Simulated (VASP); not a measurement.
# CdTe (F-43m) in VASP: a series of runs

Runs on CdTe. Level: PBEsol. Tasks: vibrations by perturbation theory.

Program: VASP 6.6.1. These are calculated values, not measurements. Logs are shortened: lines on timing, memory, paths and dates and some standing lists are left out, and cuts for length are marked.

**1. The cell of the first run**

Symmetry: F-43m, No. 216, cubic system. The conventional cell has a = 6.019 Å, b = 6.019 Å, c = 6.019 Å, α = 90.00°, β = 90.00°, γ = 90.00°. Cd (site symmetry -43m) has 4 Te at 2.61 Å within 3.4 Å. Within 3.4 Å of Te (site symmetry -43m) lie 4 Cd at 2.61 Å.

**2. Vibrations by perturbation theory, PBEsol**

INCAR reads:

```
SYSTEM = CdTe
PREC = Accurate
ENCUT = 500
EDIFF = 1E-8
ISMEAR = 0
SIGMA = 0.01
LREAL = .False.
LASPH = .True.
NELM = 120
ALGO = Normal
ISIF = 2
LWAVE = .False.
LCHARG = .False.
GGA = PS
IBRION = 8
NSW = 1
LEPSILON = .True.
GGA_COMPAT = .False.
```

KPOINTS reads:

```
Automatic mesh
0
Gamma
  8 8 8
  0 0 0
```

POSCAR reads:

```
CdTe
1.0
    0.0000000000      3.0097000772      3.0097000772
    3.0097000772      0.0000000000      3.0097000772
    3.0097000772      3.0097000772      0.0000000000
Cd Te
1 1
Direct
    0.0000000000      0.0000000000      0.0000000000
    0.7500000000      0.7500000000      0.7500000000
```

Potentials or basis: VASP PAW PBE potentials, release 64 (Cd, Te).

The run is started by

```
$ cat potpaw_PBE.64/Cd/POTCAR potpaw_PBE.64/Te/POTCAR > POTCAR
$ mpirun -np 1 vasp_std > vasp.out
```

OUTCAR:

```text
SYSTEM = CdTe
   PREC = Accurate
   ENCUT = 500
   EDIFF = 1E-8
   ISMEAR = 0
   LREAL = .False.
   LASPH = .True.
   NELM = 120
   ISIF = 2
   GGA = PS
   IBRION = 8
   NSW = 1
   LEPSILON = .True.

 ion  position               nearest neighbor table
   1  0.000  0.000  0.000-   2 2.61   2 2.61   2 2.61   2 2.61
   2  0.750  0.750  0.750-   1 2.61   1 2.61   1 2.61   1 2.61

  LATTYP: Found a face centered cubic cell.
 ALAT       =     6.0194001544

  Lattice vectors:

 A1 = (   0.0000000000,   3.0097000772,   3.0097000772)
 A2 = (   3.0097000772,   0.0000000000,   3.0097000772)
 A3 = (   3.0097000772,   3.0097000772,   0.0000000000)

Analysis of symmetry for initial positions (statically):
=====================================================================
 Subroutine PRICEL returns:
 Original cell was already a primitive cell.

 Routine SETGRP: Setting up the symmetry group for a
 face centered cubic supercell.

 Subroutine GETGRP returns: Found 24 space group operations
 (whereof 24 operations were pure point group operations)
 out of a pool of 48 trial point group operations.

The static configuration has the point symmetry T_d .

Analysis of symmetry for dynamics (positions and initial velocities):
=====================================================================
 Subroutine PRICEL returns:
 Original cell was already a primitive cell.

 Routine SETGRP: Setting up the symmetry group for a
 face centered cubic supercell.

 Subroutine GETGRP returns: Found 24 space group operations
 (whereof 24 operations were pure point group operations)
 out of a pool of 48 trial point group operations.

The dynamic configuration has the point symmetry T_d .

 Subroutine INISYM returns: Found 24 space group operations
 (whereof 24 operations are pure point group operations),
 and found     1 'primitive' translations

[... 616 lines left out ...]
     0.00000 15.92995  0.00907

 MACROSCOPIC STATIC DIELECTRIC TENSOR (including local field effects in DFT)
 ------------------------------------------------------
           9.133385     0.000000     0.000000
           0.000000     9.133385    -0.000000
           0.000000     0.000000     9.133385
 ------------------------------------------------------

 PIEZOELECTRIC TENSOR (including local field effects)  for field in x, y, z        (e  Angst)
          XX          YY          ZZ          XY          YZ          ZX
  --------------------------------------------------------------------------------
  x    -0.00000     0.00000    -0.00000     0.00000     1.65375     0.00000
  y     0.00000     0.00000    -0.00000     0.00000     0.00000     1.65375
  z     0.00000     0.00000     0.00000     1.65375     0.00000     0.00000

 PIEZOELECTRIC TENSOR (including local field effects)  for field in x, y, z        (C/m^2)
          XX          YY          ZZ          XY          YZ          ZX
  --------------------------------------------------------------------------------
  x    -0.00000     0.00000    -0.00000     0.00000     0.48594     0.00000
  y     0.00000     0.00000    -0.00000     0.00000     0.00000     0.48594
  z     0.00000     0.00000     0.00000     0.48594     0.00000     0.00000

 BORN EFFECTIVE CHARGES (including local field effects) (in |e|, cummulative output)
 ---------------------------------------------------------------------------------
 ion    1
    1     1.80331     0.00000    -0.00000
    2    -0.00000     1.80331    -0.00000
    3    -0.00000    -0.00000     1.80331
 ion    2
    1    -1.80331     0.00000     0.00000
    2     0.00000    -1.80331     0.00000
    3     0.00000     0.00000    -1.80331

 INTERNAL STRAIN TENSOR FOR ION    2 for displacements in x,y,z  (eV/Angst):
          X           Y           Z          XY          YZ          ZX
  --------------------------------------------------------------------------------
  x    -0.00000     0.00000     0.00000     0.00000    15.92995     0.00000
  y    -0.00000    -0.00000    -0.00000     0.00000     0.00000    15.92995
  z     0.00000     0.00000    -0.00000    15.92995     0.00000     0.00000

 SECOND DERIVATIVES (NOT SYMMETRIZED)
 ------------------------------------
               1X          1Y          1Z          2X          2Y          2Z
  1X    -9.387119    0.000000    0.000000    9.387119    0.000000    0.000000
  1Y     0.000000   -9.387119    0.000000    0.000000    9.387119    0.000000
  1Z     0.000000    0.000000   -9.387119    0.000000    0.000000    9.387119
  2X     9.411541    0.000000    0.000000   -9.411541    0.000000    0.000000
  2Y     0.000000    9.411541    0.000000    0.000000   -9.411541    0.000000
  2Z     0.000000    0.000000    9.411541    0.000000    0.000000   -9.411541

 Eigenvectors and eigenvalues of the dynamical matrix
 ----------------------------------------------------

   1 f  =    6.199651 THz    38.953556 2PiTHz  206.798097 cm-1    25.639685 meV
             X         Y         Z           dx          dy          dz
      0.000000  0.000000  0.000000     0.000000   -0.000000   -0.728694
      4.514550  4.514550  4.514550     0.000000    0.000000    0.684839
[... 21 lines left out ...]
   6 f/i=    0.004019 THz     0.025254 2PiTHz    0.134071 cm-1     0.016623 meV
             X         Y         Z           dx          dy          dz
      0.000000  0.000000  0.000000     0.540281   -0.417087    0.056032
      4.514550  4.514550  4.514550     0.574879   -0.443796    0.059620

--------------------------------------------------------------------------------------------------------

 MACROSCOPIC STATIC DIELECTRIC TENSOR IONIC CONTRIBUTION
 ------------------------------------------------------
           1.148181    -0.000000    -0.000000
          -0.000000     1.148181     0.000000
          -0.000000     0.000000     1.148181
 ------------------------------------------------------

 ELASTIC MODULI CONTR FROM IONIC RELAXATION (kBar)
 Direction    XX          YY          ZZ          XY          YZ          ZX
 --------------------------------------------------------------------------------
 XX          -0.0000     -0.0000      0.0000     -0.0000      0.0000      0.0000
 YY          -0.0000     -0.0000     -0.0000     -0.0000     -0.0000      0.0000
 ZZ           0.0000     -0.0000     -0.0000      0.0000     -0.0000      0.0000
 XY          -0.0000     -0.0000      0.0000   -808.1610      0.0000     -0.0000
 YZ           0.0000     -0.0000     -0.0000      0.0000   -808.1610      0.0000
 ZX           0.0000      0.0000      0.0000     -0.0000      0.0000   -808.1610
 --------------------------------------------------------------------------------

 PIEZOELECTRIC TENSOR IONIC CONTR  for field in x, y, z        (C/m^2)
          XX          YY          ZZ          XY          YZ          ZX
  --------------------------------------------------------------------------------
  x     0.00000    -0.00000    -0.00000     0.00000    -0.90641     0.00000
  y     0.00000     0.00000     0.00000    -0.00000     0.00000    -0.90641
  z    -0.00000    -0.00000     0.00000    -0.90641     0.00000    -0.00000
```

OSZICAR:

```text
N       E                     dE             d eps       ncg     rms          rms(c)
DAV:   1     0.101657205242E+03    0.10166E+03   -0.86520E+03   778   0.120E+03
DAV:   2    -0.168211324253E+01   -0.10334E+03   -0.98989E+02   849   0.281E+02
DAV:   3    -0.516351032685E+01   -0.34814E+01   -0.34742E+01   929   0.544E+01
DAV:   4    -0.519404631196E+01   -0.30536E-01   -0.30533E-01  1021   0.454E+00
[... 163 lines left out ...]
RMM:   8    -0.478065287190E-01   -0.15213E-06    0.31694E-08  4089   0.232E-04    0.456E-05
RMM:   9    -0.478064210970E-01    0.10762E-06   -0.28767E-09  4213   0.640E-05    0.162E-05
RMM:  10    -0.478064689037E-01   -0.47807E-07   -0.35584E-09  4156   0.235E-05    0.444E-06
RMM:  11    -0.478064710286E-01   -0.21249E-08   -0.10760E-08  3852   0.126E-05    0.840E-07
 Linear response finished
```

stdout:

```text
POSCAR found type information on POSCAR CdTe
 POSCAR found :  2 types and       2 ions
 scaLAPACK will be used
 -----------------------------------------------------------------------------
|                                                                             |
|                                                                             |
|     You enforced a specific xc type in the INCAR file but a different       |
[... 39 lines left out ...]
 force on displaced ion       1 direction 1 :  -9.387  -0.000  -0.000
 Born effective charge ion    1 direction 1 :   1.763   0.000   0.000
 Linear response progress:
 first order change of Fermi-energy  -0.21009E+00
 force on displaced ion       2 direction 1 :  -9.412   0.000   0.000
 Born effective charge ion    2 direction 1 :  -1.842   0.000   0.000
 Born effective charges drift removed
 Linear response finished
```

Run time: 2.7 min. Hardware: 1 thread of Intel Xeon 6975P-C (Granite Rapids), shared host; peak memory 0.32 GiB.

What came out:

| Item | Value |
| --- | --- |
| Electronic dielectric tensor (diagonal) | 9.13 |
| Born charges (mean of the diagonal) | Cd +1.80; Te -1.80 e |
| Highest phonon frequency at Γ, LO-TO splitting left out | 207 cm⁻¹ |

Phonon frequencies in cm⁻¹ (negative: imaginary):
```
              q point        frequencies
(0.000, 0.000, 0.000)  0 0 0 207 207 207
```

Electronic dielectric tensor:
```
9.13 0.00 0.00
0.00 9.13 0.00
0.00 0.00 9.13
```

Born effective charge tensors (e):
atom 1, Cd
```
1.80 0.00 0.00
0.00 1.80 0.00
0.00 0.00 1.80
```
atom 2, Te
```
-1.80  0.00  0.00
 0.00 -1.80  0.00
 0.00  0.00 -1.80
```

Caveat: the cell stands under pressure or tension, which shifts response properties; the PAW data sets were made with another functional, which shifts forces and pressure a little; spin-orbit coupling is left out, which moves the levels of the heavy elements.

**3. Vibrations by perturbation theory, PBEsol**

This run uses another cell than the first one, of 26.35 Å³/atom.

INCAR reads:

```
  PREC = Accurate
  ENCUT = 520
  EDIFF = 1E-8
  ISMEAR = 0
  SIGMA = 0.01
  LREAL = False
  LASPH = True
  NELM = 80
  ALGO = Normal
  ISIF = 2
  LWAVE = False
  LCHARG = True
  GGA = PS
  NBANDS = 16
  IBRION = 8
  NSW = 1
  LEPSILON = True
```

KPOINTS reads:

```
regular mesh
0
Gamma
  8 8 8
```

POSCAR reads:

```
CdTe
1.0
    0.0000000000      2.9755832913      2.9755832913
    2.9755832913      0.0000000000      2.9755832913
    2.9755832913      2.9755832913      0.0000000000
Cd Te
1 1
Direct
    0.0000000000      0.0000000000      0.0000000000
    0.7500000000      0.7500000000      0.7500000000
```

Potentials or basis: VASP PAW PBE potentials, release 64 (Cd, Te).

The run is started by

```
$ cat potpaw_PBE.64/Cd/POTCAR potpaw_PBE.64/Te/POTCAR > POTCAR
$ mpirun -np 1 vasp_std > vasp.out
```

OUTCAR:

```text
PREC = Accurate
   ENCUT = 520
   EDIFF = 1E-8
   ISMEAR = 0
   LREAL = False
   LASPH = True
   NELM = 80
   ISIF = 2
   GGA = PS
   IBRION = 8
   NSW = 1
   LEPSILON = True

 ion  position               nearest neighbor table
   1  0.000  0.000  0.000-   2 2.58   2 2.58   2 2.58   2 2.58
   2  0.750  0.750  0.750-   1 2.58   1 2.58   1 2.58   1 2.58

  LATTYP: Found a face centered cubic cell.
 ALAT       =     5.9511665826

  Lattice vectors:

 A1 = (   0.0000000000,   2.9755832913,   2.9755832913)
 A2 = (   2.9755832913,   0.0000000000,   2.9755832913)
 A3 = (   2.9755832913,   2.9755832913,   0.0000000000)

Analysis of symmetry for initial positions (statically):
=====================================================================
 Subroutine PRICEL returns:
 Original cell was already a primitive cell.

 Routine SETGRP: Setting up the symmetry group for a
 face centered cubic supercell.

 Subroutine GETGRP returns: Found 24 space group operations
 (whereof 24 operations were pure point group operations)
 out of a pool of 48 trial point group operations.

The static configuration has the point symmetry T_d .

Analysis of symmetry for dynamics (positions and initial velocities):
=====================================================================
 Subroutine PRICEL returns:
 Original cell was already a primitive cell.

 Routine SETGRP: Setting up the symmetry group for a
 face centered cubic supercell.

 Subroutine GETGRP returns: Found 24 space group operations
[... 714 lines left out ...]
          XX          YY          ZZ          XY          YZ          ZX
  --------------------------------------------------------------------------------
  x    -0.00000     0.00000     0.00000     0.00000     0.45945     0.00000
  y     0.00000    -0.00000    -0.00000     0.00000     0.00000     0.45945
  z     0.00000     0.00000    -0.00000     0.45945     0.00000     0.00000

 BORN EFFECTIVE CHARGES (including local field effects) (in |e|, cummulative output)
 ---------------------------------------------------------------------------------
 ion    1
    1     1.73427     0.00000     0.00000
    2     0.00000     1.73427     0.00000
    3    -0.00000     0.00000     1.73427
 ion    2
    1    -1.73427     0.00000    -0.00000
    2    -0.00000    -1.73427    -0.00000
    3     0.00000    -0.00000    -1.73427

 INTERNAL STRAIN TENSOR FOR ION    2 for displacements in x,y,z  (eV/Angst):
          X           Y           Z          XY          YZ          ZX
  --------------------------------------------------------------------------------
  x     0.00000     0.00000     0.00000     0.00000    18.05014     0.00000
  y     0.00000     0.00000     0.00000     0.00000     0.00000    18.05014
  z     0.00000     0.00000     0.00000    18.05014     0.00000     0.00000

 SECOND DERIVATIVES (NOT SYMMETRIZED)
 ------------------------------------
               1X          1Y          1Z          2X          2Y          2Z
  1X   -10.441227    0.000000    0.000000   10.441227    0.000000    0.000000
  1Y     0.000000  -10.441227    0.000000    0.000000   10.441227    0.000000
  1Z     0.000000    0.000000  -10.441227    0.000000    0.000000   10.441227
  2X    10.439528    0.000000    0.000000  -10.439528    0.000000    0.000000
  2Y     0.000000   10.439528    0.000000    0.000000  -10.439528    0.000000
  2Z     0.000000    0.000000   10.439528    0.000000    0.000000  -10.439528

 Eigenvectors and eigenvalues of the dynamical matrix
 ----------------------------------------------------

   1 f  =    6.534250 THz    41.055906 2PiTHz  217.959132 cm-1    27.023476 meV
             X         Y         Z           dx          dy          dz
      0.000000  0.000000  0.000000     0.000000   -0.729166    0.000000
      4.463375  4.463375  4.463375     0.000000    0.684337    0.000000
[... 21 lines left out ...]
   6 f/i=    0.000265 THz     0.001667 2PiTHz    0.008849 cm-1     0.001097 meV
             X         Y         Z           dx          dy          dz
      0.000000  0.000000  0.000000     0.652198   -0.207227    0.003529
      4.463375  4.463375  4.463375     0.694921   -0.220802    0.003760

--------------------------------------------------------------------------------------------------------

 MACROSCOPIC STATIC DIELECTRIC TENSOR IONIC CONTRIBUTION
 ------------------------------------------------------
           0.989318     0.000000    -0.000000
           0.000000     0.989318     0.000000
          -0.000000     0.000000     0.989318
 ------------------------------------------------------

 ELASTIC MODULI CONTR FROM IONIC RELAXATION (kBar)
 Direction    XX          YY          ZZ          XY          YZ          ZX
 --------------------------------------------------------------------------------
 XX          -0.0000      0.0000      0.0000      0.0000      0.0000      0.0000
 YY           0.0000     -0.0000      0.0000      0.0000      0.0000      0.0000
 ZZ           0.0000      0.0000     -0.0000      0.0000      0.0000     -0.0000
 XY           0.0000      0.0000      0.0000   -965.2706      0.0000     -0.0000
 YZ           0.0000      0.0000      0.0000      0.0000   -965.2706      0.0000
 ZX           0.0000      0.0000     -0.0000     -0.0000      0.0000   -965.2706
 --------------------------------------------------------------------------------

 PIEZOELECTRIC TENSOR IONIC CONTR  for field in x, y, z        (C/m^2)
          XX          YY          ZZ          XY          YZ          ZX
  --------------------------------------------------------------------------------
  x     0.00000     0.00000     0.00000    -0.00000    -0.91953    -0.00000
  y     0.00000     0.00000    -0.00000    -0.00000    -0.00000    -0.91953
  z    -0.00000     0.00000     0.00000    -0.91953     0.00000    -0.00000
```

Run time: 12 min. Hardware: 1 thread of AMD EPYC 7R43 (Zen 3), shared host; peak memory 0.32 GiB.

Results:

```yaml
Electronic_dielectric_tensor_diagonal: 9.09
Born_charges_mean_of_the_diagonal: Cd +1.73; Te -1.73 e
Highest_phonon_frequency_at_Γ_LO-TO_splitting_left_out: 218 cm⁻¹
```

Phonon frequencies in cm⁻¹ (negative: imaginary):
```
              q point        frequencies
(0.000, 0.000, 0.000)  0 0 0 218 218 218
```

Electronic dielectric tensor:
```
9.09 0.00 0.00
0.00 9.09 0.00
0.00 0.00 9.09
```

Born effective charge tensors (e):
atom 1, Cd
```
1.73 0.00 0.00
0.00 1.73 0.00
0.00 0.00 1.73
```
atom 2, Te
```
-1.73  0.00  0.00
 0.00 -1.73  0.00
 0.00  0.00 -1.73
```

Caveat: the cell stands under pressure or tension, which shifts response properties; the PAW data sets were made with another functional, which shifts forces and pressure a little; spin-orbit coupling is left out, which moves the levels of the heavy elements.
